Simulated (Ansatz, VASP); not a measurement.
CuC18 in VASP and in Ansatz

```
C Cu
1.0
     7.39800    0.00000    0.00000
    -3.69900    6.40686    0.00000
     0.00000    0.00000   13.00000
C Cu
18 1
Direct
  0.99845 0.99417 0.07868
  0.21994 0.10643 0.07548
  0.99849 0.33096 0.07901
  0.21997 0.44028 0.07565
  0.99745 0.66206 0.07456
  0.21949 0.77311 0.07493
  0.33055 0.99514 0.07457
  0.55227 0.10640 0.07557
  0.33071 0.32868 0.07547
  0.55283 0.43979 0.07517
  0.33053 0.66210 0.07462
  0.55231 0.77264 0.07561
  0.66162 0.99412 0.07898
  0.88622 0.10638 0.08588
  0.66390 0.32872 0.07542
  0.88617 0.44032 0.07562
  0.66394 0.66189 0.07548
  0.88616 0.77264 0.07547
  0.88293 0.10925 0.24383
```

Alike in both runs: functional PBE; k mesh 2 × 2 × 1; occupations gaussian, width 0.02 eV; collinear spin.

Ansatz relaxed the structure, and its values are those at the end. VASP's run is a single point on that final structure, the one shown.

|  | VASP | Ansatz |
| --- | --- | --- |
| version | VASP 6.6.1 | Ansatz 0.2.0 |
| potentials or method | VASP PAW PBE potentials, release 64 (C, Cu), cutoff 520 eV | scalar-relativistic, plane waves, PAW |
| valence electrons in the cell | 83 | 91 |

```tsv
	VASP	Ansatz	Ansatz less VASP
rms of the force components (eV/Å)	0.049	0.005	-0.0441
net moment per atom (μB)	0.02	0.05	+0.030
size of the moment on the site where the two differ most (μB)	0.15	0.08	-0.074
```

Site moments also hang on the region over which each program counts them. VASP's potentials hold 83 valence electrons a cell and Ansatz's 91, so a difference there can come from the potentials and not from the codes. Ansatz's warnings: xc potential rough in thin density.

The k mesh is coarse, so the values compare programs but aren't converged.
